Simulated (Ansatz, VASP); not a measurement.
# SiO2: VASP beside Ansatz

```xyz
6
Lattice="4.2359 0.0000 0.0000 0.0000 4.2359 0.0000 0.0000 0.0000 3.0125" Properties=species:S:1:pos:R:3 pbc="T T T"
Si    2.1179    2.1179    1.5063
Si    0.0000    0.0000    0.0000
O     2.9355    2.9355    0.0000
O     0.8176    3.4183    1.5063
O     1.3004    1.3004    0.0000
O     3.4183    0.8176    1.5063
```

Alike in both runs: task single point; functional PBE; k mesh 6 × 6 × 8; occupations gaussian, width 0.05 eV; no spin polarisation.

```csv
,VASP,Ansatz
version,VASP 6.6.1,Ansatz 0.2.0
potentials or method,"VASP PAW PBE potentials, release 64 (Si, O), cutoff 520 eV","scalar-relativistic, plane waves, PAW"
valence electrons in the cell,32,32
```

|  | VASP | Ansatz | Ansatz less VASP |
| --- | --- | --- | --- |
| gap on the k mesh at the Fermi level (eV) | 2.75 | 2.77 | +0.022 |
| least direct gap on the mesh (eV) | 2.75 | 2.77 | +0.022 |
| rms of the force components (eV/Å) | 0.218 | 0.221 | +0.0022 |

Atom by atom the forces differ by 0.002 eV/Å (rms over components). With one functional, cell and mesh, what is left measures potentials, basis and numerics.
